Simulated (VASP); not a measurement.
Input of a VASP 6.6.1 run:

INCAR

```
SYSTEM = W
PREC = Accurate
ENCUT = 500
EDIFF = 1E-6
ISMEAR = 0
SIGMA = 0.15
LREAL = .FALSE.
LASPH = .TRUE.
NELM = 120
ALGO = Normal
ISIF = 2
LWAVE = .FALSE.
LCHARG = .FALSE.
GGA = PS
NBANDS = 13
GGA_COMPAT = .FALSE.
```

File KPOINTS:

```
regular mesh
0
G
  20 20 20
  0 0 0
```

File POSCAR:

```
W
1.0
   -0.0999563461      1.9991269217      1.9991269217
    1.8991705756      0.0000000000      1.8991705756
    1.9991269217      1.9991269217     -0.0999563461
W
1
Direct
    0.0000000000      0.0000000000      0.0000000000
```

Potentials or basis: VASP PAW PBE potentials, release 64 (W_sv).

Run with:

```bash
$ cat potpaw_PBE.64/W_sv/POTCAR > POTCAR
$ mpirun -np 1 vasp_std > vasp.out
```

Q: What does it give for the band gap on the k mesh?

A: Zero (bands 7 and 8 overlap by 4.11 eV).

Q: What does it give for the pressure?

A: 3.0 GPa.

Stress tensor (GPa, compression positive):
```
 1.68  0.00 -1.83
 0.00  5.69  0.00
-1.83  0.00  1.68
```

Caveat: the cell differs from its parent crystal (engineering shear strain xz -0.1000, normal strain along z +0.0000); the cell stands under pressure; the PAW data sets were made with another functional, which shifts forces and pressure a little; spin-orbit coupling is left out, which moves the levels of the heavy elements.
